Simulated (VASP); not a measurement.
# F (C2/c) in VASP: a series of runs

Runs on F. Level: PBE+D3(BJ). Tasks: single point, relaxation of cell and atoms.

Everything below comes from runs of VASP 6.6.1. Logs are shortened: lines on timing, memory, paths and dates and some standing lists are left out, and cuts for length are marked.

## (1) The cell of the first run

The structure is monoclinic, space group C2/c (No. 15). Conventional cell: a = 5.678 Å, b = 3.561 Å, c = 6.845 Å, α = 90.00°, β = 94.00°, γ = 90.00°. F (site symmetry 1) has 1 F at 1.42 Å within 1.9 Å.

## (2) Single point, PBE+D3(BJ)

The input, INCAR:

```
PREC = Accurate
ENCUT = 520
EDIFF = 1E-6
ISMEAR = -1
SIGMA = 0.02
LREAL = F
LASPH = T
NELM = 80
ALGO = Normal
ISIF = 2
LWAVE = F
LCHARG = F
GGA = PE
IVDW = 12
NBANDS = 22
```

The input, KPOINTS:

```
Automatic mesh
0
Gamma
  8 8 4
```

The input, POSCAR:

```
F
1.0
    2.8386608469     -1.7803608506      0.0295160967
    2.8386608469      1.7803608506      0.0295160967
   -0.5480148889      0.0000000000      6.8234050641
F
4
Direct
    0.5886277825      0.9186379703      0.5937844621
    0.0813620297      0.4113722175      0.9062155379
    0.4113722175      0.0813620297      0.4062155379
    0.9186379703      0.5886277825      0.0937844621
```

Potentials or basis: VASP PAW PBE potentials, release 64 (F).

The run is started by

```
$ cat potpaw_PBE.64/F/POTCAR > POTCAR
$ mpirun -np 1 vasp_std > vasp.out
```

OUTCAR:

```text
PREC = Accurate
   ENCUT = 520
   EDIFF = 1E-6
   ISMEAR = -1
   LREAL = F
   LASPH = T
   NELM = 80
   ISIF = 2
   GGA = PE
   IVDW = 12
 IVDW          = 12

 ion  position               nearest neighbor table
   1  0.589  0.919  0.594-   3 1.42
   2  0.081  0.411  0.906-   4 1.42
   3  0.411  0.081  0.406-   1 1.42
   4  0.919  0.589  0.094-   2 1.42

  LATTYP: Found a base centered monoclinic cell.
 ALAT       =     5.6776285908
 B/A-ratio  =     0.6271494594
 C/A-ratio  =     1.2056752590
 COS(beta)  =    -0.0696879224

  Lattice vectors:

 A1 = (   2.8386608469,  -1.7803608506,   0.0295160967)
 A2 = (   2.8386608469,   1.7803608506,   0.0295160967)
 A3 = (  -0.5480148889,   0.0000000000,   6.8234050641)

Analysis of symmetry for initial positions (statically):
=====================================================================
 Subroutine PRICEL returns:
 Original cell was already a primitive cell.

 Routine SETGRP: Setting up the symmetry group for a
 base centered monoclinic supercell.

 Subroutine GETGRP returns: Found  4 space group operations
 (whereof  2 operations were pure point group operations)
 out of a pool of  4 trial point group operations.

The static configuration has the point symmetry S_2 .
 The point group associated with its full space group is C_2h.

Analysis of symmetry for dynamics (positions and initial velocities):
=====================================================================
 Subroutine PRICEL returns:
 Original cell was already a primitive cell.

 Routine SETGRP: Setting up the symmetry group for a
 base centered monoclinic supercell.

 Subroutine GETGRP returns: Found  4 space group operations
 (whereof  2 operations were pure point group operations)
 out of a pool of  4 trial point group operations.

The dynamic configuration has the point symmetry S_2 .
 The point group associated with its full space group is C_2h.

 Subroutine INISYM returns: Found  4 space group operations
 (whereof  2 operations are pure point group operations),
 and found     1 'primitive' translations

----------------------------------------------------------------------------------------

                                     Primitive cell

  volume of cell :      69.0264

  direct lattice vectors                    reciprocal lattice vectors
     2.838660847 -1.780360851  0.029516097     0.175992423 -0.280841943  0.014134654
     2.838660847  1.780360851  0.029516097     0.175992423  0.280841943  0.014134654
    -0.548014889  0.000000000  6.823405064    -0.001522586  0.000000000  0.146432110

  length of vectors
     3.350903067  3.350903067  6.845376322     0.331730792  0.331730792  0.146440026

  position of ions in fractional coordinates (direct lattice)
     0.588627782  0.918637970  0.593784462
     0.081362030  0.411372218  0.906215538
     0.411372218  0.081362030  0.406215538
     0.918637970  0.588627782  0.093784462

  ion indices of the primitive-cell ions
   primitive index   ion index
                 1           1
                 2           2
                 3           3
                 4           4

----------------------------------------------------------------------------------------

 KPOINTS: Automatic mesh

Automatic generation of k-mesh.
 Grid dimensions read from file:
 generate k-points for:    8    8    4

 Generating k-lattice:

  Cartesian coordinates                     Fractional coordinates (reciprocal lattice)
     0.021999053 -0.035105243  0.001766832     0.125000000 -0.000000000  0.000000000
     0.021999053  0.035105243  0.001766832    -0.000000000  0.125000000  0.000000000
    -0.000380646  0.000000000  0.036608027    -0.000000000 -0.000000000  0.250000000

  Length of vectors
     0.041466349  0.041466349  0.036610006

  Shift w.r.t. Gamma in fractional coordinates (k-lattice)
     0.000000000  0.000000000  0.000000000

 Subroutine IBZKPT returns following result:
 ===========================================

 Found     78 irreducible k-points:

 Following reciprocal coordinates:
            Coordinates               Weight
  0.000000  0.000000  0.000000      1.000000
  0.125000  0.000000  0.000000      4.000000
  0.250000  0.000000  0.000000      4.000000
  0.375000  0.000000  0.000000      4.000000
  0.500000  0.000000  0.000000      2.000000
  0.125000  0.125000  0.000000      2.000000
[... 16 lines left out ...]
  0.125000  0.000000  0.250000      4.000000
  0.250000  0.000000  0.250000      4.000000
 [... further k-points ...]
   k-points           NKPTS =     78   k-points in BZ     NKDIM =     78   number of bands    NBANDS=     22
   number of dos      NEDOS =    301   number of ions     NIONS =      4
   total plane-waves  NPLWV =  42336
   dimension x,y,z NGX =    28 NGY =   28 NGZ =   54
   dimension x,y,z NGXF=    56 NGYF=   56 NGZF=  108
   ions per type =               4
   NGX,Y,Z   is equivalent  to a cutoff of  13.89, 13.89, 13.11 a.u.
   NGXF,Y,Z  is equivalent  to a cutoff of  27.78, 27.78, 26.23 a.u.
 SYSTEM =  unknown system
   PREC   = accura    normal or accurate (medium, high low for compatibility)
   ISTART =      0    job   : 0-new  1-cont  2-samecut
   ICHARG =      2    charge: 1-file 2-atom 10-const
   ISPIN  =      1    spin polarized calculation?
   LNONCOLLINEAR =      F non collinear calculations
   LSORBIT =      F    spin-orbit coupling
   LASPH  =      T    aspherical Exc in radial PAW
   ENCUT  =  520.0 eV  38.22 Ry    6.18 a.u.   6.23  6.23 12.73*2*pi/ulx,y,z
   NELM   =     80;   NELMIN=  2; NELMDL= -5     # of ELM steps
   EDIFF  = 0.1E-05   stopping-criterion for ELM
   LREAL  =      F    real-space projection
   EDIFFG = 0.1E-04   stopping-criterion for IOM
   NSW    =      0    number of steps for IOM
   IBRION =     -1    ionic relax: 0-MD 1-quasi-New 2-CG
   NFREE  =      0    steps in history (QN), initial steepest desc. (CG)
   ISIF   =      2    stress and relaxation
   ISYM   =      2    0-nonsym 1-usesym 2-fastsym
   POTIM  = 0.5000    time-step for ionic-motion
   TEBEG  =    0.0;   TEEND  =   0.0 temperature during run
   PSTRESS=    0.0 pullay stress
   NELECT =      28.0000    total number of electrons
   NUPDOWN=      -1.0000    fix difference up-down
   EMIN   =  10.00;   EMAX   =-10.00  energy-range for DOS
   EFERMI =   0.00;   METHOD = LEGACY
   ISMEAR =    -1;   SIGMA  =   0.02  broadening in eV -4-tet -1-fermi 0-gaus
   EFERMI_NEDOS =   21; number of points for ismear=-14 and -15
   IALGO  =     38    algorithm
   IMIX   =      4    mixing-type and parameters
     AMIX     =   0.40;   BMIX     =  1.00
     AMIX_MAG =   1.60;   BMIX_MAG =  1.00
  volume/ion in A,a.u.               =      17.26       116.45
  Fermi-wavevector in a.u.,A,eV,Ry     =   1.211869  2.290101 19.981885  1.468627
  Thomas-Fermi vector in A             =   2.347371
   LORBIT       =      0    0 simple, 1 ext, 2 COOP (PROOUT), +10 PAW based schemes
   GGA     = PE    functional components
   LHFCALC =     F    Hartree Fock is set to
   AEXX    =    0.0000 exact exchange contribution
   IVDW    =    12    specifies the selected vdW correction
   LEPSILON=     F    determine dielectric tensor
   LRPA    =     F    only Hartree local field effects (RPA)
 non-spin polarized calculation
  energy-cutoff  :      520.00
  volume of cell :       69.03
 maximum number of plane-waves:      1875
 NGX is ok and might be reduce to    28
   NGX = 13   NGY = 13   NGZ = 25

 number of electron      28.0000003 magnetization

 Free energy of the ion-electron system (eV)
  ---------------------------------------------------
  ext. energy  EPLUGINS =         0.00000000
  ---------------------------------------------------
  free energy    TOTEN  =        -7.31438649 eV

  energy without entropy =       -7.31438649  energy(sigma->0) =       -7.31438649

 E-fermi :  -5.0046     XC(G=0):  -7.2980

 val. band max:       -5.5700900758   @ k =   0.0000   0.0000   0.0000
 cond. band min:      -2.6227710344   @ k =   0.0000   0.0000   0.0000
 fundamental gap:      2.9473190413
 Fermi energy:        -5.0045988953

 k-point     1 :       0.0000    0.0000    0.0000
  band No.  band energies     occupation
      1     -30.3468      2.00000
      2     -30.2489      2.00000
      3     -24.1626      2.00000
      4     -23.8844      2.00000
      5     -11.9815      2.00000
      6     -11.3575      2.00000
[... 14 lines left out ...]
     21      14.4113      0.00000
     22      14.8387      0.00000

 k-point     2 :       0.1250    0.0000    0.0000
  band No.  band energies     occupation
      1     -30.3347      2.00000
      2     -30.2443      2.00000
      3     -24.1507      2.00000
      4     -23.8935      2.00000
      5     -11.9629      2.00000
      6     -11.3809      2.00000
[... 14 lines left out ...]
     21      13.4177      0.00000
     22      14.5739      0.00000

 k-point     3 :       0.2500    0.0000    0.0000
  band No.  band energies     occupation
      1     -30.3041      2.00000
      2     -30.2348      2.00000
      3     -24.1173      2.00000
      4     -23.9209      2.00000
      5     -11.9065      2.00000
      6     -11.4499      2.00000
[... 14 lines left out ...]
     21      12.7963      0.00000
     22      13.2456      0.00000

 k-point     4 :       0.3750    0.0000    0.0000
  band No.  band energies     occupation
      1     -30.2680      2.00000
      2     -30.2303      2.00000
      3     -24.0690      2.00000
      4     -23.9630      2.00000
      5     -11.8124      2.00000
      6     -11.5586      2.00000
[... 14 lines left out ...]
     21      11.1915      0.00000
     22      11.5542      0.00000

 k-point     5 :       0.5000    0.0000    0.0000
  band No.  band energies     occupation
      1     -30.2418      2.00000
      2     -30.2399      2.00000
      3     -24.0175      2.00000
      4     -24.0123      2.00000
      5     -11.6922      2.00000
      6     -11.6856      2.00000
[... 14 lines left out ...]
     21      10.0029      0.00000
     22      10.0675      0.00000

 k-point     6 :       0.1250    0.1250    0.0000
  band No.  band energies     occupation
      1     -30.3360      2.00000
      2     -30.2411      2.00000
      3     -24.1532      2.00000
      4     -23.8829      2.00000
      5     -11.9658      2.00000
      6     -11.3632      2.00000
[... 14 lines left out ...]
     21      14.4296      0.00000
     22      14.6503      0.00000

 k-point     7 :       0.2500    0.1250    0.0000
  band No.  band energies     occupation
      1     -30.3160      2.00000
      2     -30.2308      2.00000
      3     -24.1334      2.00000
      4     -23.8921      2.00000
      5     -11.9336      2.00000
      6     -11.3925      2.00000
[... 324 lines left out ...]
      6     -11.4976      2.00000
[... 14 lines left out ...]
     21      10.6419      0.00000
     22      11.0521      0.00000

 k-point    21 :       0.5000    0.5000    0.0000
  band No.  band energies     occupation
      1     -30.2719      2.00000
      2     -30.1935      2.00000
      3     -24.0964      2.00000
      4     -23.8753      2.00000
      5     -11.8596      2.00000
      6     -11.3961      2.00000
[... 14 lines left out ...]
     21      10.3738      0.00000
     22      12.2644      0.00000

 k-point    22 :      -0.0000   -0.0000    0.2500
  band No.  band energies     occupation
      1     -30.3328      2.00000
      2     -30.2635      2.00000
      3     -24.1220      2.00000
      4     -23.9252      2.00000
      5     -11.8968      2.00000
      6     -11.4574      2.00000
[... 14 lines left out ...]
     21      14.9640      0.00000
     22      15.9069      0.00000

 k-point    23 :       0.1250    0.0000    0.2500
  band No.  band energies     occupation
      1     -30.3214      2.00000
      2     -30.2586      2.00000
      3     -24.1117      2.00000
      4     -23.9333      2.00000
      5     -11.8794      2.00000
      6     -11.4755      2.00000
[... 14 lines left out ...]
     21      13.3618      0.00000
     22      14.5001      0.00000

 k-point    24 :       0.2500    0.0000    0.2500
  band No.  band energies     occupation
      1     -30.2932      2.00000
      2     -30.2462      2.00000
      3     -24.0857      2.00000
      4     -23.9529      2.00000
      5     -11.8334      2.00000
      6     -11.5218      2.00000
[... 14 lines left out ...]
     21      11.9343      0.00000
     22      12.6056      0.00000

 [... further k-points ...]

------------------------ aborting loop because EDIFF is reached ----------------------------------------

 Edisp (eV)   -0.10681

 E8    (eV) :    -0.0231

  FORCE on cell =-STRESS in cart. coord.  units (eV):
  Direction    XX          YY          ZZ          XY          YZ          ZX
  --------------------------------------------------------------------------------------
  -------------------------------------------------------------------------------------
  Total      -0.20855    -0.01709     0.63503     0.00000     0.00000    -0.03268
  in kB      -4.84070    -0.39662    14.73968     0.00000     0.00000    -0.75858
  external pressure =        3.17 kB  Pullay stress =        0.00 kB

 VOLUME and BASIS-vectors are now :
 -----------------------------------------------------------------------------
  energy-cutoff  :      520.00
  volume of cell :       69.03
      direct lattice vectors                 reciprocal lattice vectors
     2.838660847 -1.780360851  0.029516097     0.175992423 -0.280841943  0.014134654
     2.838660847  1.780360851  0.029516097     0.175992423  0.280841943  0.014134654
    -0.548014889  0.000000000  6.823405064    -0.001522586  0.000000000  0.146432110

 POSITION                                       TOTAL-FORCE (eV/Angst)
 -----------------------------------------------------------------------------------
      3.95321      0.58754      4.09612        -0.016700     -0.156835      0.334336
      0.90209      0.58754      6.19802         0.016700     -0.156835     -0.334336
      1.17609     -0.58754      2.78632         0.016700      0.156835     -0.334336
      4.22722     -0.58754      0.68442        -0.016700      0.156835      0.334336
 -----------------------------------------------------------------------------------
    total drift:                               -0.000000     -0.000000      0.000000

  FREE ENERGIE OF THE ION-ELECTRON SYSTEM (eV)
  ---------------------------------------------------
  free  energy   TOTEN  =        -7.4211952065 eV

  energy  without entropy=       -7.4211952065  energy(sigma->0) =       -7.42119521
```

Wall time 2.1 min (1 thread of Intel Xeon Platinum 8259CL at 2.50GHz (Skylake/Cascade Lake), shared host); peak memory 0.23 GiB.

Results:

| Item | Value |
| --- | --- |
| Free energy | -7.4212 eV |
| Pressure | 0.3 GPa |
| Largest force | 0.370 eV/Å |
| Band gap on the k mesh | 2.95 eV |
| Dispersion energy per atom | -0.027 eV |

Forces on the atoms (eV/Å):
```
F   -0.017 -0.157  0.334
F    0.017 -0.157 -0.334
F    0.017  0.157 -0.334
F   -0.017  0.157  0.334
```

Stress tensor (GPa, compression positive):
```
-0.48  0.00 -0.08
 0.00 -0.04  0.00
-0.08  0.00  1.47
```

Levels at points of the mesh, in eV from the valence-band top:
| k point | band 10 | band 11 | band 12 | band 13 | band 14 | band 15 | band 16 | band 17 | band 18 | band 19 |
| --- | --- | --- | --- | --- | --- | --- | --- | --- | --- | --- |
| (0.00, 0.00, 0.00) | -3.15 | -0.32 | -0.07 | -0.05 | 0.00 | 2.95 | 3.72 | 8.99 | 11.58 | 12.47 |
| (0.50, 0.00, 0.00) | -3.31 | -0.29 | -0.26 | -0.09 | -0.07 | 3.42 | 3.42 | 13.09 | 13.13 | 15.10 |
| (0.50, 0.50, 0.00) | -3.33 | -0.51 | -0.40 | -0.11 | -0.04 | 3.16 | 3.67 | 13.12 | 14.14 | 14.62 |
| (0.00, 0.00, 0.50) | -3.17 | -0.21 | -0.21 | -0.02 | -0.02 | 3.31 | 3.31 | 9.88 | 9.88 | 15.18 |
| (0.50, 0.00, 0.50) | -3.30 | -0.25 | -0.23 | -0.07 | -0.02 | 3.38 | 3.41 | 13.60 | 13.61 | 13.65 |
| (0.50, 0.50, 0.50) | -3.39 | -0.29 | -0.29 | -0.24 | -0.24 | 3.41 | 3.41 | 13.61 | 13.61 | 14.79 |

A k mesh can miss the band edges.

(Continued in part 2 of 2.)
